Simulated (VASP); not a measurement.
# Ru14W (vh.u) in VASP: a series of runs

Runs on Ru14W (vh.u). Level: PBE. Tasks: relaxation of the atoms, single point.

All numbers are computed with VASP 6.6.1; they aren't measurements. Logs are shortened: lines on timing, memory, paths and dates and some standing lists are left out, and cuts for length are marked.

## Step 1: The cell of the first run

The cell holds a slab with vacuum, 15 atoms: a = 4.711 Å, b = 4.711 Å, c = 20.594 Å, α = 90.00°, β = 90.00°, γ = 120.00°.

## Step 2: Relaxation of the atoms, PBE

Contents of INCAR:

```
PREC = Accurate ; ENCUT = 520
EDIFF = 1E-6 ; ISMEAR = 1
SIGMA = 0.1 ; LREAL = Auto
LASPH = T ; NELM = 100
ALGO = Normal ; ISIF = 2
LWAVE = F ; LCHARG = F
LDIPOL = T ; IDIPOL = 3
DIPOL = 0.5 0.5 0.500 ; GGA = PE
IBRION = 2 ; NSW = 90
EDIFFG = -0.08
```

Contents of KPOINTS:

```
regular mesh
0
Gamma
  6 6 1
```

Contents of POSCAR:

```
Ru14W
1.0
    4.0794366049      2.3552637854      0.0000000000
   -4.0794366049      2.3552637854      0.0000000000
    0.0000000000      0.0000000000     20.5936087093
Ru W
14 1
Direct
    0.3333330000      0.3333330000      0.2913525300
    0.6666670000      0.0000000000      0.2913525300
    0.0000000000      0.6666670000      0.2913525300
    0.3333330000      0.0000000000      0.3956762650
    0.6666670000      0.6666670000      0.3956762650
    1.0000000000      0.3333330000      0.3956762650
    0.3333330000      0.3333330000      0.5000000000
    0.6666670000      0.0000000000      0.5000000000
    0.0000000000      0.6666670000      0.5000000000
    0.6666670000      0.6666670000      0.6043237350
    1.0000000000      0.3333330000      0.6043237350
    0.3333330000      0.3333330000      0.7086474700
    0.6666670000      0.0000000000      0.7086474700
    0.0000000000      0.6666670000      0.7086474700
    0.3333330000      0.0000000000      0.6043237350
```

Potentials or basis: VASP PAW PBE potentials, release 64 (Ru_pv, W_sv).

Launch:

```console
$ cat potpaw_PBE.64/Ru_pv/POTCAR potpaw_PBE.64/W_sv/POTCAR > POTCAR
$ mpirun -np 1 vasp_std > vasp.out
```

OUTCAR:

```text
PREC = Accurate
   ENCUT = 520
   EDIFF = 1E-6
   ISMEAR = 1
   LREAL = Auto
   LASPH = T
   NELM = 100
   ISIF = 2
   GGA = PE
   IBRION = 2
   NSW = 90
   EDIFFG = -0.08

 ion  position               nearest neighbor table
   1  0.333  0.333  0.291-   4 2.66   6 2.66   5 2.66   3 2.72   2 2.72   2 2.72   3 2.72   3 2.72
                             2 2.72
   2  0.667  0.000  0.291-   6 2.66   5 2.66   4 2.66   1 2.72   3 2.72   1 2.72   3 2.72   3 2.72
                             1 2.72
   3  0.000  0.667  0.291-   4 2.66   5 2.66   6 2.66   1 2.72   2 2.72   1 2.72   2 2.72   2 2.72
                             1 2.72
   4  0.333  0.000  0.396-   3 2.66   9 2.66   7 2.66   1 2.66   8 2.66   2 2.66   5 2.72   6 2.72
                             5 2.72   6 2.72   6 2.72   5 2.72
   5  0.667  0.667  0.396-   2 2.66   3 2.66   8 2.66   9 2.66   1 2.66   7 2.66   4 2.72   6 2.72
                             4 2.72   6 2.72   6 2.72   4 2.72
   6  0.000  0.333  0.396-   2 2.66   8 2.66   7 2.66   1 2.66   3 2.66   9 2.66   5 2.72   4 2.72
                             5 2.72   4 2.72   4 2.72   5 2.72
   7  0.333  0.333  0.500-   4 2.66   6 2.66  11 2.66  15 2.66   5 2.66  10 2.66   9 2.72   8 2.72
                             9 2.72   8 2.72   9 2.72   8 2.72
   8  0.667  0.000  0.500-   6 2.66  11 2.66  10 2.66   5 2.66   4 2.66  15 2.66   7 2.72   9 2.72
                             7 2.72   9 2.72   9 2.72   7 2.72
   9  0.000  0.667  0.500-   4 2.66  15 2.66  10 2.66   5 2.66  11 2.66   6 2.66   7 2.72   8 2.72
                             7 2.72   8 2.72   8 2.72   7 2.72
  10  0.667  0.667  0.604-   8 2.66   9 2.66  13 2.66  14 2.66   7 2.66  12 2.66  15 2.72  11 2.72
                            15 2.72  11 2.72  11 2.72  15 2.72
  11  0.000  0.333  0.604-   8 2.66  13 2.66  12 2.66   7 2.66   9 2.66  14 2.66  10 2.72  15 2.72
                            10 2.72  15 2.72  15 2.72  10 2.72
  12  0.333  0.333  0.709-  11 2.66  15 2.66  10 2.66  14 2.72  13 2.72  13 2.72  14 2.72  14 2.72
                            13 2.72
  13  0.667  0.000  0.709-  11 2.66  10 2.66  15 2.66  12 2.72  14 2.72  12 2.72  14 2.72  14 2.72
                            12 2.72
  14  0.000  0.667  0.709-  15 2.66  10 2.66  11 2.66  12 2.72  13 2.72  12 2.72  13 2.72  13 2.72
                            12 2.72
  15  0.333  0.000  0.604-   9 2.66  14 2.66  12 2.66   7 2.66  13 2.66   8 2.66  10 2.72  11 2.72
                            10 2.72  11 2.72  11 2.72  10 2.72

  LATTYP: Found a hexagonal cell.
 ALAT       =     4.7105276257
 C/A-ratio  =     4.3718263315

  Lattice vectors:

 A1 = (   4.0794366049,   2.3552637854,   0.0000000000)
 A2 = (  -4.0794366049,   2.3552637854,   0.0000000000)
 A3 = (   0.0000000000,   0.0000000000,  20.5936087093)

Analysis of symmetry for initial positions (statically):
=====================================================================
 Subroutine PRICEL returns:
 Original cell was already a primitive cell.

 Routine SETGRP: Setting up the symmetry group for a
 hexagonal supercell.

 Subroutine GETGRP returns: Found  6 space group operations
 (whereof  2 operations were pure point group operations)
 out of a pool of 24 trial point group operations.

The static configuration has the point symmetry C_1h.
 The point group associated with its full space group is C_3v.

Analysis of symmetry for dynamics (positions and initial velocities):
=====================================================================
 Subroutine PRICEL returns:
 Original cell was already a primitive cell.

 Routine SETGRP: Setting up the symmetry group for a
 hexagonal supercell.

 Subroutine GETGRP returns: Found  6 space group operations
 (whereof  2 operations were pure point group operations)
 out of a pool of 24 trial point group operations.

The dynamic configuration has the point symmetry C_1h.
 The point group associated with its full space group is C_3v.

 Subroutine INISYM returns: Found  6 space group operations
 (whereof  2 operations are pure point group operations),
 and found     1 'primitive' translations

----------------------------------------------------------------------------------------

                                     Primitive cell

  volume of cell :     395.7329

  direct lattice vectors                    reciprocal lattice vectors
     4.079436605  2.355263785  0.000000000     0.122565944  0.212290446  0.000000000
    -4.079436605  2.355263785  0.000000000    -0.122565944  0.212290446  0.000000000
     0.000000000  0.000000000 20.593608709     0.000000000  0.000000000  0.048558755

  length of vectors
     4.710527626  4.710527626 20.593608709     0.245131892  0.245131892  0.048558755

  position of ions in fractional coordinates (direct lattice)
     0.333333000  0.333333000  0.291352530
     0.666667000  1.000000000  0.291352530
     1.000000000  0.666667000  0.291352530
     0.333333000  1.000000000  0.395676265
[... 59 lines left out ...]
   NFREE  =      1    steps in history (QN), initial steepest desc. (CG)
   ISIF   =      2    stress and relaxation
   ISYM   =      2    0-nonsym 1-usesym 2-fastsym
   POTIM  = 0.5000    time-step for ionic-motion
   TEBEG  =    0.0;   TEEND  =   0.0 temperature during run
   PSTRESS=    0.0 pullay stress
   NELECT =     210.0000    total number of electrons
   NUPDOWN=      -1.0000    fix difference up-down
   EMIN   =  10.00;   EMAX   =-10.00  energy-range for DOS
   EFERMI =   0.00;   METHOD = LEGACY
   ISMEAR =     1;   SIGMA  =   0.10  broadening in eV -4-tet -1-fermi 0-gaus
   EFERMI_NEDOS =   21; number of points for ismear=-14 and -15
   IALGO  =     38    algorithm
   IMIX   =      4    mixing-type and parameters
     AMIX     =   0.40;   BMIX     =  1.00
     AMIX_MAG =   1.60;   BMIX_MAG =  1.00
  volume/ion in A,a.u.               =      26.38       178.04
  Fermi-wavevector in a.u.,A,eV,Ry     =   1.325401  2.504644 23.901178  1.756687
  Thomas-Fermi vector in A             =   2.454864
   LORBIT       =      0    0 simple, 1 ext, 2 COOP (PROOUT), +10 PAW based schemes
   GGA     = PE    functional components
   LHFCALC =     F    Hartree Fock is set to
   AEXX    =    0.0000 exact exchange contribution
   IVDW    =     0    specifies the selected vdW correction
   LEPSILON=     F    determine dielectric tensor
   LRPA    =     F    only Hartree local field effects (RPA)
 conjugate gradient relaxation of ions
 non-spin polarized calculation
 Methfessel and Paxton  Order N= 1 SIGMA  =   0.10
  energy-cutoff  :      520.00
  volume of cell :      395.73
 maximum number of plane-waves:     10687
 NGX is ok and might be reduce to    36
   NGX = 17   NGY = 17   NGZ = 77

--------------------------------------- Ionic step        1  -------------------------------------------

 number of electron     210.0000023 magnetization

 Free energy of the ion-electron system (eV)
  ---------------------------------------------------
  ext. energy  EPLUGINS =         0.00000000
  ---------------------------------------------------
  free energy    TOTEN  =      -136.14400525 eV

  energy without entropy =     -136.14228631  energy(sigma->0) =     -136.14343227

------------------------ aborting loop because EDIFF is reached ----------------------------------------

  FORCE on cell =-STRESS in cart. coord.  units (eV):
  Direction    XX          YY          ZZ          XY          YZ          ZX
  --------------------------------------------------------------------------------------
  -------------------------------------------------------------------------------------
  Total       -7.1360701     -7.1360698     -4.9836737      0.0000000     -0.0000000      0.0000000
  in kB      -28.8913271    -28.8913262    -20.1770646      0.0000000     -0.0000000      0.0000000
  external PRESSURE =     -25.9865726 kB  Pullay stress =       0.0000000 kB
[... 30 lines left out ...]
  FREE ENERGIE OF THE ION-ELECTRON SYSTEM (eV)
  ---------------------------------------------------
  free  energy   TOTEN  =      -136.1440052509 eV

  energy  without entropy=     -136.1422863121  energy(sigma->0) =     -136.14343227

 dipolmoment           0.000000      0.000000      0.011324 electrons x Angstroem

--------------------------------------- Ionic step        2  -------------------------------------------

 number of electron     210.0000024 magnetization

------------------------ aborting loop because EDIFF is reached ----------------------------------------
[... 93 lines left out ...]
--------------------------------------- Ionic step        4  -------------------------------------------

 number of electron     210.0000023 magnetization

 dipolmoment           0.000000      0.000000     -0.027807 electrons x Angstroem

 Free energy of the ion-electron system (eV)
  ---------------------------------------------------
  ext. energy  EPLUGINS =         0.00000000
  ---------------------------------------------------
  free energy    TOTEN  =      -136.39693890 eV

  energy without entropy =     -136.40770518  energy(sigma->0) =     -136.40052766

 E-fermi :   4.3497     XC(G=0):  -8.2890

 val. band max:        4.2941007113   @ k =   0.1667  -0.0000   0.0000
 cond. band min:       4.3697316248   @ k =   0.3333  -0.0000   0.0000
 fundamental gap:      0.0756309135
 Fermi energy:         4.3497426796

 k-point     1 :       0.0000    0.0000    0.0000
  band No.  band energies     occupation
      1     -69.7737      2.00000
      2     -39.2340      2.00000
      3     -39.1082      2.00000
      4     -39.1082      2.00000
      5     -39.0378      2.00000
      6     -39.0378      2.00000
[... 829 lines left out ...]
    116       5.1013     -0.00000
    117       5.1013     -0.00000
 [bands above 117 left out]

------------------------ aborting loop because EDIFF is reached ----------------------------------------

 vacuum level on the upper side and lower side of the slab       (xc-potential included)        -0.344        -0.094

  FORCE on cell =-STRESS in cart. coord.  units (eV):
  Direction    XX          YY          ZZ          XY          YZ          ZX
  --------------------------------------------------------------------------------------
  -------------------------------------------------------------------------------------
  Total       -4.5444603     -4.5444601     -0.9393300      0.0000000     -0.0000000      0.0000000
  in kB      -18.3988508    -18.3988503     -3.8030023      0.0000000     -0.0000000      0.0000000
  external PRESSURE =     -13.5335678 kB  Pullay stress =       0.0000000 kB
[... 30 lines left out ...]
  FREE ENERGIE OF THE ION-ELECTRON SYSTEM (eV)
  ---------------------------------------------------
  free  energy   TOTEN  =      -136.3969388987 eV

  energy  without entropy=     -136.4077051755  energy(sigma->0) =     -136.40052766

 reached required accuracy - stopping structural energy minimisation

 vacuum level on the upper side and lower side of the slab         8.902         9.162
```

Wall time 22 min (1 thread of AMD EPYC 9R45 (Zen 5), shared host); peak memory 0.6 GiB.

What came out:

```
Free energy                  : -136.3969 eV
Energy gained by relaxing    : 16.9 meV/atom
Ionic steps                  : 4
Largest force after relaxing : 0.079 eV/Å
Band gap on the k mesh       : zero (band 105 reaches 4.67 eV, above the bottom of band 106 at 4.10 eV)
```

Forces on the atoms (eV/Å):
```
Ru   0.011 -0.006  0.019
Ru  -0.011 -0.006  0.019
Ru   0.000  0.013  0.019
Ru   0.000  0.000  0.079
Ru   0.000  0.000  0.032
Ru   0.000  0.000  0.032
Ru  -0.009  0.005 -0.038
Ru   0.009  0.005 -0.038
Ru   0.000 -0.011 -0.038
Ru   0.000  0.000 -0.035
Ru   0.000  0.000 -0.035
Ru  -0.043  0.025 -0.012
Ru   0.043  0.025 -0.012
Ru   0.000 -0.050 -0.012
W    0.000  0.000  0.022
```

Step by step:
| step | energy change (eV) | largest force (eV/Å) | pressure (GPa) |
| --- | --- | --- | --- |
| 1 | 0.0000 | 1.4147 | -2.60 |
| 2 | -0.2469 | 0.1415 | -1.42 |
| 3 | -0.2470 | 0.1443 | -1.39 |
| 4 | -0.2529 | 0.0792 | -1.35 |

Final structure:
```
Ru W
1.0
     4.07944    2.35526    0.00000
    -4.07944    2.35526    0.00000
     0.00000    0.00000   20.59361
Ru W
14 1
Direct
  0.33333 0.33372 0.29339
  0.66705 0.00000 0.29339
  0.99961 0.66628 0.29339
  0.33333 0.00000 0.39466
  0.66667 0.66667 0.39293
  0.00000 0.33333 0.39293
  0.33333 0.33550 0.49904
  0.66883 0.00000 0.49904
  0.99783 0.66450 0.49904
  0.66667 0.66667 0.60645
  0.00000 0.33333 0.60645
  0.33333 0.33506 0.70727
  0.66839 0.00000 0.70727
  0.99827 0.66494 0.70727
  0.33333 0.00000 0.60749
```

Caveat: spin-orbit coupling is left out, which moves the levels of the heavy elements; the relaxation stopped at a loose force limit of 0.08 eV/Å, so its end isn't a converged minimum.

## Step 3: Single point, PBE

Contents of INCAR:

```
PREC = Accurate ; ENCUT = 520
EDIFF = 1E-7 ; ISMEAR = 1
SIGMA = 0.1 ; LREAL = Auto
LASPH = T ; NELM = 100
ALGO = Normal ; ISIF = 2
LWAVE = F ; LCHARG = F
LDIPOL = T ; IDIPOL = 3
DIPOL = 0.5 0.5 0.500 ; GGA = PE
NBANDS = 118
```

Contents of KPOINTS:

```
Automatic mesh
0
Gamma
  9 9 1
```

Contents of POSCAR:

```
Ru14W
1.0
    4.0794365732      2.3552638037      0.0000000000
   -4.0794365732      2.3552638037      0.0000000000
    0.0000000000      0.0000000000     20.5936087093
Ru W
14 1
Direct
    0.3333333333      0.3335827944      0.2941298129
    0.6669161277      0.0000000000      0.2941298129
   -0.0002494611      0.6664172056      0.2941298129
    0.3333333333      0.0000000000      0.3951879795
    0.6666666667      0.6666666667      0.3935238177
    1.0000000000      0.3333333333      0.3935238177
    0.3333333333      0.3354318765      0.4989137964
    0.6687652098      0.0000000000      0.4989137964
   -0.0020985432      0.6645681235      0.4989137964
    0.6666666667      0.6666666667      0.6058193555
    1.0000000000      0.3333333333      0.6058193555
    0.3333333333      0.3357293238      0.7065928163
    0.6690626572      0.0000000000      0.7065928163
   -0.0023959905      0.6642706762      0.7065928163
    0.3333333333      0.0000000000      0.6072163973
```

Potentials or basis: VASP PAW PBE potentials, release 64 (Ru_pv, W_sv).

Launch:

```console
$ cat potpaw_PBE.64/Ru_pv/POTCAR potpaw_PBE.64/W_sv/POTCAR > POTCAR
$ mpirun -np 1 vasp_std > vasp.out
```

Run time: 32 min. Hardware: 1 thread of Intel Xeon Platinum 8488C (Sapphire Rapids), shared host; peak memory 0.66 GiB.

Results (log left out):

| Quantity | Value |
| --- | --- |
| Free energy | -136.4285 eV |
| Largest force | 0.036 eV/Å |
| Band gap on the k mesh | zero (band 105 reaches 4.69 eV, above the bottom of band 106 at 4.11 eV) |

Forces in eV/Å, atoms in the order of the input:
```
Ru   0.000  0.000 -0.021
Ru   0.000  0.000 -0.021
Ru   0.000  0.000 -0.021
Ru   0.000  0.000  0.003
Ru   0.000  0.000  0.012
Ru   0.000  0.000  0.012
Ru  -0.004  0.002 -0.004
Ru   0.004  0.002 -0.004
Ru   0.000 -0.005 -0.004
Ru   0.000  0.000 -0.011
Ru   0.000  0.000 -0.011
Ru  -0.011  0.006  0.033
Ru   0.011  0.006  0.033
Ru   0.000 -0.013  0.033
W    0.000  0.000 -0.028
```

Levels at points of the mesh, in eV from the Fermi level:
| k point | band 103 | band 104 | band 105 | band 106 | band 107 | band 108 |
| --- | --- | --- | --- | --- | --- | --- |
| (0.00, 0.00, 0.00) | -0.79 | -0.21 | -0.21 | 0.11 | 0.11 | 0.37 |

Caveat: spin-orbit coupling is left out, which moves the levels of the heavy elements.

## Step 4: Single point, PBE

Contents of INCAR:

```
SYSTEM = Ru14W
PREC     = Accurate       ! precision mode
ENCUT    = 520            ! plane-wave cutoff, eV
EDIFF    = 1E-7           ! SCF threshold, eV
ISMEAR   = 1              ! smearing method
SIGMA    = 0.1            ! smearing width, eV
LREAL    = Auto         
LASPH    = .TRUE.         ! aspherical terms in the spheres
NELM     = 100            ! most SCF steps
ALGO     = Normal         ! electronic algorithm
ISIF     = 2              ! what is computed and relaxed
LWAVE    = .FALSE.        ! write WAVECAR
LCHARG   = .FALSE.        ! write CHGCAR
LDIPOL   = .TRUE.       
IDIPOL   = 3            
DIPOL    = 0.5 0.5 0.500
GGA      = PE             ! functional
NBANDS   = 118            ! bands
```

Contents of KPOINTS:

```
Automatic mesh
0
G
  6 6 1
  0 0 0
```

Contents of POSCAR:

```
Ru14W
1.0
    4.0794365732      2.3552638037      0.0000000000
   -4.0794365732      2.3552638037      0.0000000000
    0.0000000000      0.0000000000     20.5936087093
Ru W
14 1
Direct
    0.3333333333      0.3331442362      0.2936484748
    0.6664775696      0.0000000000      0.2936484748
    0.0001890971      0.6668557638      0.2936484748
    0.3333333333      0.0000000000      0.3949120610
    0.6666666667      0.6666666667      0.3930061288
    1.0000000000      0.3333333333      0.3930061288
    0.3333333333      0.3354506143      0.4989796582
    0.6687839476      0.0000000000      0.4989796582
   -0.0021172809      0.6645493857      0.4989796582
    0.6666666667      0.6666666667      0.6062448520
    1.0000000000      0.3333333333      0.6062448520
    0.3333333333      0.3353369066      0.7070782301
    0.6686702399      0.0000000000      0.7070782301
   -0.0020035733      0.6646630934      0.7070782301
    0.3333333333      0.0000000000      0.6074668880
```

Launch:

```console
$ cat potpaw_PBE.64/Ru_pv/POTCAR potpaw_PBE.64/W_sv/POTCAR > POTCAR
$ mpirun -np 1 vasp_std > vasp.out
```

Run time: 19 min. Hardware: 1 thread of Intel Xeon Platinum 8488C (Sapphire Rapids), shared host; peak memory 0.56 GiB.

It converged, with:

- Free energy: -136.3980 eV
- Largest force: 0.045 eV/Å
- Band gap on the k mesh: zero (band 105 reaches 4.68 eV, above the bottom of band 106 at 4.10 eV)

Forces in eV/Å, atoms in the order of the input:
```
Ru  -0.007  0.004 -0.017
Ru   0.007  0.004 -0.017
Ru   0.000 -0.009 -0.017
Ru   0.000  0.000  0.045
Ru   0.000  0.000  0.036
Ru   0.000  0.000  0.036
Ru  -0.011  0.007 -0.018
Ru   0.011  0.007 -0.018
Ru   0.000 -0.013 -0.018
Ru   0.000  0.000 -0.017
Ru   0.000  0.000 -0.017
Ru  -0.038  0.022  0.005
Ru   0.038  0.022  0.005
Ru   0.000 -0.044  0.005
W    0.000  0.000  0.006
```

Levels at points of the mesh, in eV from the Fermi level:
| k point | band 101 | band 102 | band 103 | band 104 | band 105 | band 106 | band 107 | band 108 | band 109 | band 110 |
| --- | --- | --- | --- | --- | --- | --- | --- | --- | --- | --- |
| (0.00, 0.00, 0.00) | -0.92 | -0.78 | -0.78 | -0.21 | -0.21 | 0.11 | 0.11 | 0.37 | 0.58 | 0.58 |
| (0.50, 0.00, 0.00) | -0.28 | -0.25 | -0.23 | 0.06 | 0.15 | 0.23 | 0.47 | 0.53 | 0.67 | 0.69 |

Caveat: spin-orbit coupling is left out, which moves the levels of the heavy elements.

## Step 5: The runs side by side

```tsv
task	cell	k mesh	gap on the mesh (eV)	largest force (eV/Å)
relaxation of the atoms	atoms relaxed	6 × 6 × 1	none	0.08
single point	as given	9 × 9 × 1	none	0.04
single point	as given	6 × 6 × 1	none	0.05
```

Alike in all rows: level PBE; potentials or basis VASP PAW PBE potentials, release 64 (Ru_pv, W_sv); no spin polarisation; cutoff (eV) 520; smearing methfessel-paxton 0.1 eV.

Caveats: spin-orbit coupling is left out, which moves the levels of the heavy elements; the relaxation stopped at a loose force limit of 0.08 eV/Å, so its end isn't a converged minimum (some runs).

Absolute energies hang on the potentials; compare differences alone.
